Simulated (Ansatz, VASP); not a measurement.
# WS2 in VASP and in Ansatz

```
W S
1.0
     3.20784    0.00000    0.00000
    -1.60392    2.77807    0.00000
     0.00000    0.00000   12.46780
W S
2 4
Direct
  0.33333 0.66667 0.25000
  0.66667 0.33333 0.75000
  0.33333 0.66667 0.63515
  0.66667 0.33333 0.13515
  0.33333 0.66667 0.86485
  0.66667 0.33333 0.36485
```

Alike in both runs: task single point; functional LDA; k mesh 12 × 12 × 4; occupations gaussian, width 0.05 eV; no spin polarisation.

|  | VASP | Ansatz |
| --- | --- | --- |
| version | VASP 6.6.1 | Ansatz 0.2.0 |
| potentials or method | VASP PAW LDA potentials, release 64 (W_sv, S), cutoff 520 eV | scalar-relativistic, plane waves, PAW |
| valence electrons in the cell | 52 | 52 |

|  | VASP | Ansatz | Ansatz less VASP |
| --- | --- | --- | --- |
| pressure (GPa) | 6.8 | 6.4 | -0.34 |
| traceless stress, the component that is largest in VASP (GPa) | 11.86 | 11.88 | +0.018 |
| rms of the force components (eV/Å) | 1.146 | 1.124 | -0.0220 |

Ansatz warns that its potentials were made for another functional, while VASP's fit it. LDA's correlation is that of Perdew and Zunger in VASP and of Perdew and Wang (1992) in Ansatz. Atom by atom the forces differ by 0.022 eV/Å (rms over components).

Spin-orbit coupling is off throughout.
